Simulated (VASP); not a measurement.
Here is a VASP 6.6.1 calculation.

File INCAR:

```
SYSTEM = Ge
PREC = Accurate
ENCUT = 520
EDIFF = 1E-7
ISMEAR = -1
SIGMA = 0.1
LREAL = .FALSE.
LASPH = .TRUE.
NELM = 80
ALGO = Normal
ISIF = 2
LWAVE = .FALSE.
LCHARG = .FALSE.
NBANDS = 13
```

KPOINTS

```
Automatic mesh
0
G
  15 15 15
  0 0 0
```

The input POSCAR:

```
Ge
1.0
    0.0000000000      2.0272403067      2.0272403067
    2.0272403067      0.0000000000      2.0272403067
    2.0272403067      2.0272403067      0.0000000000
Ge
1
Direct
    0.0000000000      0.0000000000      0.0000000000
```

Potentials or basis: VASP PAW LDA potentials, release 64 (Ge_d).

The run is started by

```sh
$ cat potpaw_LDA.64/Ge_d/POTCAR > POTCAR
$ mpirun -np 1 vasp_std > vasp.out
```

Problem. Estimate the band gap on the k mesh.

Solution. Zero (band 7 reaches 18.07 eV, above the bottom of band 8 at 5.37 eV).

Problem. Estimate the pressure.

Solution. 8.1 GPa.
